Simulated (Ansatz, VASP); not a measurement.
**Ta in VASP and in Ansatz**

```
Ta
1.0
    -1.66072    1.66072    1.66072
     1.66072   -1.66072    1.66072
     1.66072    1.66072   -1.66072
Ta
1
Direct
  0.00000 0.00000 0.00000
```

Alike in both runs: task single point; functional PBE; k mesh 13 × 13 × 13; occupations methfessel-paxton of order 1, width 0.2 eV; no spin polarisation.

|  | VASP | Ansatz |
| --- | --- | --- |
| version | VASP 6.6.1 | Ansatz 0.2.0 |
| potentials or method | VASP PAW PBE potentials, release 64 (Ta_pv), cutoff 520 eV | plane waves (420 eV) with PAW, scalar-relativistic |
| valence electrons in the cell | 11 | 13 |

Ansatz gave:

| Item | Value |
| --- | --- |
| pressure (GPa) | 0.1 |

Q: Estimate VASP's values.

A: Pressure (GPa): 0.2.

VASP's potentials hold 11 valence electrons a cell and Ansatz's 13, so a difference there can come from the potentials and not from the codes.

Neither program's run includes spin-orbit coupling.
